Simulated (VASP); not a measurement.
# WS2 in VASP: a series of runs

Runs on WS2. Level: PBEsol. Tasks: single point.

Program: VASP 6.6.1. These are calculated values, not measurements. Logs are shortened: lines on timing, memory, paths and dates and some standing lists are left out, and cuts for length are marked.

### 1 The cell of the first run

The cell holds a slab with vacuum, 6 atoms: a = 3.321 Å, b = 3.321 Å, c = 21.147 Å, α = 90.00°, β = 90.00°, γ = 120.00°.

### 2 Single point, PBEsol

File INCAR:

```
ALGO     = Normal         # electronic algorithm
EDIFF    = 1E-6           # SCF threshold, eV
ENCUT    = 520            # plane-wave cutoff, eV
GGA      = PS             # functional
ISIF     = 2              # what is computed and relaxed
ISMEAR   = 0              # smearing method
LASPH    = T              # aspherical terms in the spheres
LCHARG   = F              # write CHGCAR
LREAL    = F              # projectors in reciprocal space
LWAVE    = F              # write WAVECAR
NBANDS   = 35             # bands
NELM     = 60             # most SCF steps
PREC     = Accurate       # precision mode
SIGMA    = 0.05           # smearing width, eV
```

File KPOINTS:

```
k-points
0
Gamma
  12 12 2
```

File POSCAR:

```
WS2
1.0
    3.3210037665      0.0000000000      0.0000000000
   -1.6605018833      2.8760736279      0.0000000000
    0.0000000000      0.0000000000     21.1474827123
W S
2 4
Direct
    0.3333333333      0.6666666667      0.6345758579
    0.6666666667      0.3333333333      0.3654241421
    0.3333333333      0.6666666667      0.2989469828
    0.6666666667      0.3333333333      0.5680493466
    0.3333333333      0.6666666667      0.4319506534
    0.6666666667      0.3333333333      0.7010530172
```

Potentials or basis: VASP PAW PBE potentials, release 64 (W_sv, S).

The run is started by

```bash
$ cat potpaw_PBE.64/W_sv/POTCAR potpaw_PBE.64/S/POTCAR > POTCAR
$ mpirun -np 1 vasp_std > vasp.out
```

OUTCAR:

```text
EDIFF = 1E-6
   ENCUT = 520
   GGA = PS
   ISIF = 2
   ISMEAR = 0
   LASPH = T
   LREAL = F
   NELM = 60
   PREC = Accurate

 ion  position               nearest neighbor table
   1  0.333  0.667  0.635-   6 2.38   6 2.38   6 2.38   4 2.38   4 2.38   4 2.38
   2  0.667  0.333  0.365-   3 2.38   3 2.38   3 2.38   5 2.38   5 2.38   5 2.38
   3  0.333  0.667  0.299-   2 2.38   2 2.38   2 2.38
   4  0.667  0.333  0.568-   1 2.38   1 2.38   1 2.38
   5  0.333  0.667  0.432-   2 2.38   2 2.38   2 2.38
   6  0.667  0.333  0.701-   1 2.38   1 2.38   1 2.38

  LATTYP: Found a hexagonal cell.
 ALAT       =     3.3210037665
 C/A-ratio  =     6.3677984727

  Lattice vectors:

 A1 = (   3.3210037665,   0.0000000000,   0.0000000000)
 A2 = (  -1.6605018833,   2.8760736279,   0.0000000000)
 A3 = (   0.0000000000,   0.0000000000,  21.1474827123)

Analysis of symmetry for initial positions (statically):
=====================================================================
 Subroutine PRICEL returns:
 Original cell was already a primitive cell.

 Routine SETGRP: Setting up the symmetry group for a
 hexagonal supercell.

 Subroutine GETGRP returns: Found 12 space group operations
 (whereof 12 operations were pure point group operations)
 out of a pool of 24 trial point group operations.

The static configuration has the point symmetry D_3d.

Analysis of symmetry for dynamics (positions and initial velocities):
=====================================================================
 Subroutine PRICEL returns:
 Original cell was already a primitive cell.

 Routine SETGRP: Setting up the symmetry group for a
 hexagonal supercell.

 Subroutine GETGRP returns: Found 12 space group operations
 (whereof 12 operations were pure point group operations)
 out of a pool of 24 trial point group operations.

The dynamic configuration has the point symmetry D_3d.

 Subroutine INISYM returns: Found 12 space group operations
 (whereof 12 operations are pure point group operations),
 and found     1 'primitive' translations

----------------------------------------------------------------------------------------

                                     Primitive cell

  volume of cell :     201.9892

  direct lattice vectors                    reciprocal lattice vectors
     3.321003767  0.000000000  0.000000000     0.301113781  0.173848122  0.000000000
    -1.660501883  2.876073628  0.000000000     0.000000000  0.347696245  0.000000000
     0.000000000  0.000000000 21.147482712     0.000000000  0.000000000  0.047286952

  length of vectors
     3.321003767  3.321003767 21.147482712     0.347696245  0.347696245  0.047286952

  position of ions in fractional coordinates (direct lattice)
     0.333333333  0.666666667  0.634575858
     0.666666667  0.333333333  0.365424142
     0.333333333  0.666666667  0.298946983
     0.666666667  0.333333333  0.568049347
     0.333333333  0.666666667  0.431950653
     0.666666667  0.333333333  0.701053017

  ion indices of the primitive-cell ions
   primitive index   ion index
                 1           1
                 2           2
                 3           3
                 4           4
                 5           5
                 6           6

----------------------------------------------------------------------------------------

 KPOINTS: k-points

Automatic generation of k-mesh.
 Grid dimensions read from file:
 generate k-points for:   12   12    2

 Generating k-lattice:

  Cartesian coordinates                     Fractional coordinates (reciprocal lattice)
     0.025092815  0.014487344  0.000000000     0.083333333  0.000000000  0.000000000
     0.000000000  0.028974687  0.000000000     0.000000000  0.083333333  0.000000000
     0.000000000  0.000000000  0.023643476     0.000000000  0.000000000  0.500000000

  Length of vectors
     0.028974687  0.028974687  0.023643476

  Shift w.r.t. Gamma in fractional coordinates (k-lattice)
     0.000000000  0.000000000  0.000000000

 Subroutine IBZKPT returns following result:
 ===========================================

 Found     38 irreducible k-points:

 Following reciprocal coordinates:
            Coordinates               Weight
  0.000000  0.000000  0.000000      1.000000
  0.083333  0.000000  0.000000      6.000000
  0.166667  0.000000  0.000000      6.000000
  0.250000 -0.000000  0.000000      6.000000
  0.333333  0.000000  0.000000      6.000000
  0.416667  0.000000  0.000000      6.000000
[... 16 lines left out ...]
  0.250000 -0.000000  0.500000      6.000000
  0.333333  0.000000  0.500000      6.000000
 [... further k-points ...]
   k-points           NKPTS =     38   k-points in BZ     NKDIM =     38   number of bands    NBANDS=     35
   number of dos      NEDOS =    301   number of ions     NIONS =      6
   total plane-waves  NPLWV = 125440
   dimension x,y,z NGX =    28 NGY =   28 NGZ =  160
   dimension x,y,z NGXF=    56 NGYF=   56 NGZF=  320
   ions per type =               2   4
   NGX,Y,Z   is equivalent  to a cutoff of  14.02, 14.02, 12.58 a.u.
   NGXF,Y,Z  is equivalent  to a cutoff of  28.03, 28.03, 25.16 a.u.
 SYSTEM =  unknown system
   PREC   = accura    normal or accurate (medium, high low for compatibility)
   ISTART =      0    job   : 0-new  1-cont  2-samecut
   ICHARG =      2    charge: 1-file 2-atom 10-const
   ISPIN  =      1    spin polarized calculation?
   LNONCOLLINEAR =      F non collinear calculations
   LSORBIT =      F    spin-orbit coupling
   LASPH  =      T    aspherical Exc in radial PAW
   ENCUT  =  520.0 eV  38.22 Ry    6.18 a.u.   6.17  6.17 39.32*2*pi/ulx,y,z
   NELM   =     60;   NELMIN=  2; NELMDL= -5     # of ELM steps
   EDIFF  = 0.1E-05   stopping-criterion for ELM
   LREAL  =      F    real-space projection
   EDIFFG = 0.1E-04   stopping-criterion for IOM
   NSW    =      0    number of steps for IOM
   IBRION =     -1    ionic relax: 0-MD 1-quasi-New 2-CG
   NFREE  =      0    steps in history (QN), initial steepest desc. (CG)
   ISIF   =      2    stress and relaxation
   ISYM   =      2    0-nonsym 1-usesym 2-fastsym
   POTIM  = 0.5000    time-step for ionic-motion
   TEBEG  =    0.0;   TEEND  =   0.0 temperature during run
   PSTRESS=    0.0 pullay stress
   NELECT =      52.0000    total number of electrons
   NUPDOWN=      -1.0000    fix difference up-down
   EMIN   =  10.00;   EMAX   =-10.00  energy-range for DOS
   EFERMI =   0.00;   METHOD = LEGACY
   ISMEAR =     0;   SIGMA  =   0.05  broadening in eV -4-tet -1-fermi 0-gaus
   EFERMI_NEDOS =   21; number of points for ismear=-14 and -15
   IALGO  =     38    algorithm
   IMIX   =      4    mixing-type and parameters
     AMIX     =   0.40;   BMIX     =  1.00
     AMIX_MAG =   1.60;   BMIX_MAG =  1.00
  volume/ion in A,a.u.               =      33.66       227.18
  Fermi-wavevector in a.u.,A,eV,Ry     =   1.041438  1.968032 14.756774  1.084592
  Thomas-Fermi vector in A             =   2.176058
   LORBIT       =      0    0 simple, 1 ext, 2 COOP (PROOUT), +10 PAW based schemes
   GGA     = PS    functional components
   LHFCALC =     F    Hartree Fock is set to
   AEXX    =    0.0000 exact exchange contribution
   IVDW    =     0    specifies the selected vdW correction
   LEPSILON=     F    determine dielectric tensor
   LRPA    =     F    only Hartree local field effects (RPA)
 non-spin polarized calculation
 Gauss-broadening in eV      SIGMA  =   0.05
  energy-cutoff  :      520.00
  volume of cell :      201.99
 maximum number of plane-waves:      5472
 NGX is ok and might be reduce to    28

 number of electron      51.9999995 magnetization

 Free energy of the ion-electron system (eV)
  ---------------------------------------------------
  ext. energy  EPLUGINS =         0.00000000
  ---------------------------------------------------
  free energy    TOTEN  =       -49.51718067 eV

  energy without entropy =      -49.51599155  energy(sigma->0) =      -49.51658611

 E-fermi :   1.6415     XC(G=0):  -6.3780

 val. band max:        1.6413817256   @ k =   0.0833   0.0000   0.5000
 cond. band min:       1.9510014525   @ k =   0.3333   0.2500   0.0000
 fundamental gap:      0.3096197268
 Fermi energy:         1.6415130738

 k-point     1 :       0.0000    0.0000    0.0000
  band No.  band energies     occupation
      1     -73.2831      2.00000
      2     -73.2831      2.00000
      3     -37.4936      2.00000
      4     -37.4936      2.00000
      5     -37.4936      2.00000
      6     -37.4936      2.00000
[... 27 lines left out ...]
     34       4.1024      0.00000
     35       5.0702      0.00000

 k-point     2 :       0.0833    0.0000    0.0000
  band No.  band energies     occupation
      1     -73.2825      2.00000
      2     -73.2825      2.00000
      3     -37.5097      2.00000
      4     -37.5097      2.00000
      5     -37.4974      2.00000
      6     -37.4974      2.00000
[... 27 lines left out ...]
     34       3.9853      0.00000
     35       5.5488      0.00000

 k-point     3 :       0.1667    0.0000    0.0000
  band No.  band energies     occupation
      1     -73.2807      2.00000
      2     -73.2807      2.00000
      3     -37.5532      2.00000
      4     -37.5532      2.00000
      5     -37.5075      2.00000
      6     -37.5074      2.00000
[... 27 lines left out ...]
     34       4.1744      0.00000
     35       6.6117      0.00000
[... 723 lines left out ...]
 k-point    23 :       0.2500   -0.0000    0.5000
  band No.  band energies     occupation
      1     -73.2784      2.00000
      2     -73.2783      2.00000
      3     -37.6121      2.00000
      4     -37.6121      2.00000
      5     -37.5212      2.00000
      6     -37.5212      2.00000
[... 27 lines left out ...]
     34       4.8552      0.00000
     35       7.2849      0.00000

 k-point    24 :       0.3333    0.0000    0.5000
  band No.  band energies     occupation
      1     -73.2760      2.00000
      2     -73.2760      2.00000
      3     -37.6703      2.00000
      4     -37.6703      2.00000
      5     -37.5349      2.00000
      6     -37.5349      2.00000
[... 27 lines left out ...]
     34       5.4426      0.00000
     35       6.9632      0.00000

 [... further k-points ...]

------------------------ aborting loop because EDIFF is reached ----------------------------------------

  FORCE on cell =-STRESS in cart. coord.  units (eV):
  Direction    XX          YY          ZZ          XY          YZ          ZX
  --------------------------------------------------------------------------------------
  -------------------------------------------------------------------------------------
  Total       -4.8797295     -4.8797295     12.7879693      0.0000000      0.0000000     -0.0000000
  in kB      -38.7059990    -38.7059990    101.4341331      0.0000000      0.0000000     -0.0000000
  external PRESSURE =       8.0073784 kB  Pullay stress =       0.0000000 kB

 VOLUME and BASIS-vectors are now :
 -----------------------------------------------------------------------------
  energy-cutoff  :      520.00
  volume of cell :      201.99
      direct lattice vectors                 reciprocal lattice vectors
     3.321003767  0.000000000  0.000000000     0.301113781  0.173848122  0.000000000
    -1.660501883  2.876073628  0.000000000     0.000000000  0.347696245  0.000000000
     0.000000000  0.000000000 21.147482712     0.000000000  0.000000000  0.047286952

 POSITION                                       TOTAL-FORCE (eV/Angst)
 -----------------------------------------------------------------------------------
     -0.00000      1.91738     13.41968        -0.000000     -0.000000     -0.040476
      1.66050      0.95869      7.72780         0.000000      0.000000      0.040476
     -0.00000      1.91738      6.32198         0.000000      0.000000     -2.224559
      1.66050      0.95869     12.01281        -0.000000      0.000000     -2.029102
     -0.00000      1.91738      9.13467        -0.000000      0.000000      2.029102
      1.66050      0.95869     14.82551        -0.000000      0.000000      2.224559
 -----------------------------------------------------------------------------------
    total drift:                                0.000000     -0.000000     -0.000000

  FREE ENERGIE OF THE ION-ELECTRON SYSTEM (eV)
  ---------------------------------------------------
  free  energy   TOTEN  =       -49.5171806704 eV

  energy  without entropy=      -49.5159915489  energy(sigma->0) =      -49.51658611
```

Wall time 3.5 min (1 thread of AMD EPYC 9R45 (Zen 5), shared host); peak memory 0.43 GiB.

Results:

```yaml
Free_energy: -49.5172 eV
Largest_force: 2.225 eV/Å
Band_gap_on_the_k_mesh: zero (bands 26 and 27 overlap by 0.42 eV)
```

Forces in eV/Å, atoms in the order of the input:
```
W    0.000  0.000 -0.040
W    0.000  0.000  0.040
S    0.000  0.000 -2.225
S    0.000  0.000 -2.029
S    0.000  0.000  2.029
S    0.000  0.000  2.225
```

Caveat: there is no dipole correction, which matters where the two faces differ; the PAW data sets were made with another functional, which shifts forces and pressure a little; spin-orbit coupling is left out, which moves the levels of the heavy elements.

### 3 Single point, PBEsol

This run uses another cell than the first one, of the same volume but with other edges.

File INCAR:

```
PREC = Accurate
ENCUT = 520
EDIFF = 1E-6
ISMEAR = 0
SIGMA = 0.05
LREAL = False
LASPH = True
NELM = 80
ALGO = Normal
ISIF = 2
LWAVE = False
LCHARG = False
GGA = PS
NBANDS = 35
```

File KPOINTS:

```
Automatic mesh
0
Gamma
  12 12 2
```

POSCAR, as its differences from that of step 2:

```diff
@@ -2,5 +2,5 @@
 1.0
-    3.3210037665      0.0000000000      0.0000000000
-   -1.6605018833      2.8760736279      0.0000000000
-    0.0000000000      0.0000000000     21.1474827123
+    3.3887979918      0.0000000000      0.0000000000
+   -1.6943989959      2.9347851492      0.0000000000
+    0.0000000000      0.0000000000     20.3098189895
 W S
```

Potentials or basis: VASP PAW PBE potentials, release 64 (W_sv, S).

The run is started by

```bash
$ cat potpaw_PBE.64/W_sv/POTCAR potpaw_PBE.64/S/POTCAR > POTCAR
$ mpirun -np 1 vasp_std > vasp.out
```

It took 3 min on 1 thread of AMD EPYC 9R45 (Zen 5), shared host; peak memory 0.44 GiB.

Results (log left out):

* Free energy: -48.6849 eV
* Largest force: 2.923 eV/Å
* Band gap on the k mesh: zero (bands 26 and 27 overlap by 0.91 eV)

Forces on the atoms (eV/Å):
```
W    0.000  0.000 -0.047
W    0.000  0.000  0.047
S    0.000  0.000 -2.923
S    0.000  0.000 -2.590
S    0.000  0.000  2.590
S    0.000  0.000  2.923
```

Levels at points of the mesh, in eV from the Fermi level:
```tsv
k point	band 22	band 23	band 24	band 25	band 26	band 27	band 28	band 29	band 30	band 31
(0.00, 0.00, 0.00)	-3.37	-2.27	-0.91	0.17	0.55	1.65	1.65	1.68	1.68	2.37
(0.50, 0.00, 0.00)	-3.17	-2.13	-1.83	-1.67	-1.45	1.00	1.07	1.07	1.07	3.11
(0.00, 0.00, 0.50)	-3.37	-2.27	-0.91	0.17	0.55	1.65	1.65	1.68	1.68	2.37
(0.50, 0.00, 0.50)	-3.17	-2.13	-1.83	-1.67	-1.45	1.00	1.07	1.07	1.07	3.11
```

Caveat: there is no dipole correction, which matters where the two faces differ; the PAW data sets were made with another functional, which shifts forces and pressure a little; spin-orbit coupling is left out, which moves the levels of the heavy elements.

The gap in the log of VASP goes by the Fermi energy; the results here count the filled bands.